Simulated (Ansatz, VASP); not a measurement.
# One calculation of HgPt, two programs

```
Hg Pt
1.0
     2.97100    0.00000    0.00000
     0.00000    2.97100    0.00000
     0.00000    0.00000    3.82500
Hg Pt
1 1
Direct
  0.00000 0.00000 0.00000
  0.50000 0.50000 0.50000
```

Alike in both runs: task electric field gradients; functional LDA; k mesh 12 × 12 × 10; occupations fermi-dirac, width 0.03 eV; no spin polarisation.

|  | VASP | Ansatz |
| --- | --- | --- |
| version | VASP 6.6.1 | Ansatz 0.2.0 |
| potentials or method | VASP PAW LDA potentials, release 64 (Hg, Pt), cutoff 520 eV | all-electron PAW with datasets made for the crystal, scalar-relativistic |

VASP gave:

| Property | Result |
| --- | --- |
| pressure (GPa) | 0.4 |
| traceless stress, the component that is largest in VASP (GPa) | 0.52 |
| size of Vzz on the site where it differs most (V/Å²) | 103.8 |

Which values does Ansatz return?

Pressure (GPa): -1.7; traceless stress, the component that is largest in VASP (GPa): 0.42; size of Vzz on the site where it differs most (V/Å²): 110.9.

LDA's correlation is that of Perdew and Zunger in VASP and of Perdew and Wang (1992) in Ansatz. Ansatz ran all-electron here, and VASP with PAW potentials.

Spin-orbit coupling is off throughout.
